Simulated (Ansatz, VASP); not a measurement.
**One calculation of W2C, two programs**

```
W C
1.0
     3.07005    0.00000    0.00000
    -1.53502    2.65874    0.00000
     0.00000    0.00000    4.67843
W C
2 1
Direct
  0.33333 0.66667 0.74633
  0.66667 0.33333 0.25367
  0.00000 0.00000 0.00000
```

Alike in both runs: task single point; functional PBE; dispersion D3(BJ); k mesh 3 × 3 × 1; occupations gaussian, width 0.1 eV; no spin polarisation.

|  | VASP | Ansatz |
| --- | --- | --- |
| version | VASP 6.6.1 | Ansatz 0.2.0 |
| potentials or method | VASP PAW PBE potentials, release 64 (W_sv, C) | scalar-relativistic, plane waves, PAW |
| plane-wave cutoff (eV) | 600 | 420 |
| valence electrons in the cell | 32 | 32 |

Ansatz gave:

| Item | Value |
| --- | --- |
| pressure (GPa) | -6.9 |
| traceless stress, the component that is largest in VASP (GPa) | -44.78 |
| rms of the force components (eV/Å) | 0.944 |

**Question.** Estimate VASP's values.

**Answer.** Pressure (GPa): -6.1; traceless stress, the component that is largest in VASP (GPa): -44.85; rms of the force components (eV/Å): 0.916.

Atom by atom the forces differ by 0.027 eV/Å (rms over components). Ansatz's warnings: stress scf threshold loose.

The k mesh is coarse, so the values compare programs but aren't converged. Neither program's run includes spin-orbit coupling.
